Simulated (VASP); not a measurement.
A run of VASP 6.6.1 is set up as follows.

INCAR

```
SYSTEM = GaSb2
PREC = Accurate ; ENCUT = 600
EDIFF = 1E-6 ; ISMEAR = 0
SIGMA = 0.1 ; LREAL = .FALSE.
LASPH = .TRUE. ; NELM = 100
ALGO = Normal ; ISIF = 3
LWAVE = .FALSE. ; LCHARG = .FALSE.
GGA = PE ; IBRION = 2
NSW = 100 ; EDIFFG = -0.01
```

KPOINTS

```
regular mesh
0
G
  18 18 6
  0 0 0
```

Contents of POSCAR:

```
GaSb2
1.0
    3.3364126961      0.0000000000      0.0000000000
   -1.6682063481      2.8894181523      0.0000000000
    0.0000000000      0.0000000000      7.9956639160
Ga Sb
1 2
Direct
    0.0000000000      0.0000000000      0.0000000000
    0.3333333333      0.6666666667      0.7039253694
    0.6666666667      0.3333333333      0.2960746306
```

Potentials or basis: VASP PAW PBE potentials, release 64 (Ga_d, Sb).

Launch:

```sh
$ cat potpaw_PBE.64/Ga_d/POTCAR potpaw_PBE.64/Sb/POTCAR > POTCAR
$ mpirun -np 1 vasp_std > vasp.out
```

Question: Predict the relaxed cell.

Answer: a = 3.386 Å, b = 3.386 Å, c = 7.817 Å, α = 90.00°, β = 90.00°, γ = 120.00°.

Question: Estimate the relaxed volume.

Answer: 25.87 Å³/atom.

Forces in eV/Å, atoms in the order of the input:
```
Ga   0.000  0.000  0.000
Sb   0.000  0.000 -0.002
Sb   0.000  0.000  0.002
```
